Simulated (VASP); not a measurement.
# Mg (Fmmm) in VASP: single point with PBE

Aim: the single point of Mg with PBE.

Everything below comes from runs of VASP 6.6.1. Logs are shortened: lines on timing, memory, paths and dates and some standing lists are left out, and cuts for length are marked.

## 1. The cell of the first run

The structure is orthorhombic, space group Fmmm (No. 69). Conventional cell: a = 3.207 Å, b = 5.307 Å, c = 11.502 Å, α = 90.00°, β = 90.00°, γ = 90.00°. Mg (site symmetry mm2) has 11 Mg at 3.08 to 3.77 Å within 4.1 Å.

## 2. Single point, PBE

INCAR reads:

```
  ALGO = Fast
  EDIFF = 1E-6
  ENCUT = 520
  GGA = PE
  ISIF = 2
  ISMEAR = 0
  LASPH = T
  LCHARG = F
  LREAL = F
  LWAVE = F
  NBANDS = 9
  NELM = 80
  PREC = Accurate
  SIGMA = 0.1
```

KPOINTS reads:

```
k-points
0
Gamma
  18 18 18
```

POSCAR reads:

```
Mg
1.0
    0.0000000000      2.6536113505      5.7507964372
    1.6035291217      0.0000000000      5.7507964372
    1.6035291217      2.6536113505      0.0000000000
Mg
2
Direct
    0.8662317826      0.8662317826      0.1337682174
    0.1337682174      0.1337682174      0.8662317826
```

Potentials or basis: VASP PAW PBE potentials, release 64 (Mg).

The run is started by

```bash
cat potpaw_PBE.64/Mg/POTCAR > POTCAR
mpirun -np 1 vasp_std > vasp.out
```

OUTCAR:

```text
EDIFF = 1E-6
   ENCUT = 520
   GGA = PE
   ISIF = 2
   ISMEAR = 0
   LASPH = T
   LREAL = F
   NELM = 80
   PREC = Accurate

 ion  position               nearest neighbor table
   1  0.866  0.866  0.134-   2 3.08   2 3.12   2 3.12
   2  0.134  0.134  0.866-   1 3.08   1 3.12   1 3.12

  LATTYP: Found a face centered orthorhombic cell.
 ALAT       =     3.2070582434
 B/A-ratio  =     1.6548569743
 C/A-ratio  =     3.5863373851

  Lattice vectors:

 A1 = (   0.0000000000,   2.6536113505,   5.7507964372)
 A2 = (   1.6035291217,   0.0000000000,   5.7507964372)
 A3 = (   1.6035291217,   2.6536113505,   0.0000000000)

Analysis of symmetry for initial positions (statically):
=====================================================================
 Subroutine PRICEL returns:
 Original cell was already a primitive cell.

 Routine SETGRP: Setting up the symmetry group for a
 face centered orthorhombic supercell.

 Subroutine GETGRP returns: Found  8 space group operations
 (whereof  8 operations were pure point group operations)
 out of a pool of  8 trial point group operations.

The static configuration has the point symmetry D_2h.

Analysis of symmetry for dynamics (positions and initial velocities):
=====================================================================
 Subroutine PRICEL returns:
 Original cell was already a primitive cell.

 Routine SETGRP: Setting up the symmetry group for a
 face centered orthorhombic supercell.

 Subroutine GETGRP returns: Found  8 space group operations
 (whereof  8 operations were pure point group operations)
 out of a pool of  8 trial point group operations.

The dynamic configuration has the point symmetry D_2h.

 Subroutine INISYM returns: Found  8 space group operations
 (whereof  8 operations are pure point group operations),
 and found     1 'primitive' translations

----------------------------------------------------------------------------------------

                                     Primitive cell

  volume of cell :      48.9409

  direct lattice vectors                    reciprocal lattice vectors
     0.000000000  2.653611350  5.750796437    -0.311812235  0.188422468  0.086944479
     1.603529122  0.000000000  5.750796437     0.311812235 -0.188422468  0.086944479
     1.603529122  2.653611350  0.000000000     0.311812235  0.188422468 -0.086944479

  length of vectors
     6.333507153  5.970172971  3.100477196     0.374552051  0.374552051  0.374552051

[... 80 lines left out ...]
   EDIFF  = 0.1E-05   stopping-criterion for ELM
   LREAL  =      F    real-space projection
   EDIFFG = 0.1E-04   stopping-criterion for IOM
   NSW    =      0    number of steps for IOM
   IBRION =     -1    ionic relax: 0-MD 1-quasi-New 2-CG
   NFREE  =      0    steps in history (QN), initial steepest desc. (CG)
   ISIF   =      2    stress and relaxation
   ISYM   =      2    0-nonsym 1-usesym 2-fastsym
   POTIM  = 0.5000    time-step for ionic-motion
   TEBEG  =    0.0;   TEEND  =   0.0 temperature during run
   PSTRESS=    0.0 pullay stress
   NELECT =       4.0000    total number of electrons
   NUPDOWN=      -1.0000    fix difference up-down
   EMIN   =  10.00;   EMAX   =-10.00  energy-range for DOS
   EFERMI =   0.00;   METHOD = LEGACY
   ISMEAR =     0;   SIGMA  =   0.10  broadening in eV -4-tet -1-fermi 0-gaus
   EFERMI_NEDOS =   21; number of points for ismear=-14 and -15
   IALGO  =     68    algorithm
   IMIX   =      4    mixing-type and parameters
     AMIX     =   0.40;   BMIX     =  1.00
     AMIX_MAG =   1.60;   BMIX_MAG =  1.00
  volume/ion in A,a.u.               =      24.47       165.13
  Fermi-wavevector in a.u.,A,eV,Ry     =   0.710456  1.342568  6.867518  0.504748
  Thomas-Fermi vector in A             =   1.797308
   LORBIT       =      0    0 simple, 1 ext, 2 COOP (PROOUT), +10 PAW based schemes
   GGA     = PE    functional components
   LHFCALC =     F    Hartree Fock is set to
   AEXX    =    0.0000 exact exchange contribution
   IVDW    =     0    specifies the selected vdW correction
   LEPSILON=     F    determine dielectric tensor
   LRPA    =     F    only Hartree local field effects (RPA)
 non-spin polarized calculation
 RMM-DIIS sequential band-by-band and
 Gauss-broadening in eV      SIGMA  =   0.10
  energy-cutoff  :      520.00
  volume of cell :       48.94
 maximum number of plane-waves:      1334
   NGX = 23   NGY = 23   NGZ = 11

 number of electron       4.0000000 magnetization

 Free energy of the ion-electron system (eV)
  ---------------------------------------------------
  ext. energy  EPLUGINS =         0.00000000
  ---------------------------------------------------
  free energy    TOTEN  =        -2.73669469 eV

  energy without entropy =       -2.73201728  energy(sigma->0) =       -2.73435599

 E-fermi :   2.2792     XC(G=0):  -8.2787

 val. band max:        2.2783802747   @ k =  -0.0556   0.3889   0.4444
 cond. band min:       2.2799038258   @ k =  -0.2222   0.2222  -0.0000
 fundamental gap:      0.0015235511
 Fermi energy:         2.2792032173

 k-point     1 :       0.0000    0.0000    0.0000
  band No.  band energies     occupation
      1      -4.3929      2.00000
      2       0.0002      2.00000
      3       0.2264      2.00000
      4      11.8245      0.00000
      5      12.9417      0.00000
      6      14.1869      0.00000
      7      14.7301      0.00000
      8      14.8119      0.00000
      9      14.9105      0.00000
[... 265 lines left out ...]
 k-point    24 :      -0.2222    0.0556   -0.0000
  band No.  band energies     occupation
      1      -2.8298      2.00000
      2       0.8855      2.00000
      3       2.3104      0.65938
      4       6.3816      0.00000
      5       7.1998      0.00000
      6      11.1290      0.00000
      7      11.6788      0.00000
      8      12.2570      0.00000
      9      13.5054      0.00000

 [... further k-points ...]
[... 5 lines left out ...]
  --------------------------------------------------------------------------------------
  -------------------------------------------------------------------------------------
  Total       -0.0450470     -0.0211692     -0.0276466      0.0000000      0.0000000      0.0000000
  in kB       -1.4747034     -0.6930168     -0.9050645      0.0000000      0.0000000      0.0000000
  external PRESSURE =      -1.0242615 kB  Pullay stress =       0.0000000 kB

 VOLUME and BASIS-vectors are now :
 -----------------------------------------------------------------------------
  energy-cutoff  :      520.00
  volume of cell :       48.94
      direct lattice vectors                 reciprocal lattice vectors
     0.000000000  2.653611350  5.750796437    -0.311812235  0.188422468  0.086944479
     1.603529122  0.000000000  5.750796437     0.311812235 -0.188422468  0.086944479
     1.603529122  2.653611350  0.000000000     0.311812235  0.188422468 -0.086944479

 POSITION                                       TOTAL-FORCE (eV/Angst)
 -----------------------------------------------------------------------------------
      1.60353      2.65361      9.96305         0.000000      0.000000     -0.004054
      1.60353      2.65361      1.53855         0.000000      0.000000      0.004054
 -----------------------------------------------------------------------------------
    total drift:                                0.000000      0.000000      0.000000

  FREE ENERGIE OF THE ION-ELECTRON SYSTEM (eV)
  ---------------------------------------------------
  free  energy   TOTEN  =        -2.7366946887 eV

  energy  without entropy=       -2.7320172848  energy(sigma->0) =       -2.73435599
```

OSZICAR:

```text
N       E                     dE             d eps       ncg     rms          rms(c)
DAV:   1    -0.172411665940E-01   -0.17241E-01   -0.12275E+03 15570   0.310E+02
DAV:   2    -0.271726254087E+01   -0.27000E+01   -0.26014E+01 20430   0.264E+01
DAV:   3    -0.276139261682E+01   -0.44130E-01   -0.43747E-01 20442   0.281E+00
DAV:   4    -0.276153829598E+01   -0.14568E-03   -0.14567E-03 20076   0.159E-01
DAV:   5    -0.276153897726E+01   -0.68128E-06   -0.68112E-06 19553   0.104E-02    0.939E-01
RMM:   6    -0.274618586333E+01    0.15353E-01   -0.13493E-03 15910   0.210E-01    0.584E-01
RMM:   7    -0.273757843335E+01    0.86074E-02   -0.23316E-03 16554   0.306E-01    0.126E-01
RMM:   8    -0.273669072353E+01    0.88771E-03   -0.37998E-04 16905   0.126E-01    0.131E-02
RMM:   9    -0.273669244959E+01   -0.17261E-05   -0.20577E-05 18110   0.281E-02    0.590E-03
RMM:  10    -0.273669479504E+01   -0.23454E-05   -0.20773E-06 17885   0.864E-03    0.546E-04
RMM:  11    -0.273669468869E+01    0.10635E-06   -0.33889E-07 14017   0.341E-03
   1 F= -.27366947E+01 E0= -.27343560E+01  d E =-.467740E-02
```

stdout:

```text
POSCAR found type information on POSCAR Mg
 POSCAR found :  1 types and       2 ions
 scaLAPACK will be used
 LDA part: xc-table for (Slater+PW92), standard interpolation
 POSCAR, INCAR and KPOINTS ok, starting setup
 FFT: planning ... GRIDC
 FFT: planning ... GRID_SOFT
 FFT: planning ... GRID
 WAVECAR not read
 entering main loop
```

Wall time 9.1 min (1 thread of Intel Xeon 8259CL, shared host); peak memory 0.49 GiB.

Results:

```yaml
Free_energy: -2.7367 eV
Pressure: -0.1 GPa
Largest_force: 0.004 eV/Å
Band_gap_on_the_k_mesh: zero (bands 2 and 3 overlap by 3.46 eV)
```

Forces in eV/Å, atoms in the order of the input:
```
Mg   0.000  0.000 -0.004
Mg   0.000  0.000  0.004
```
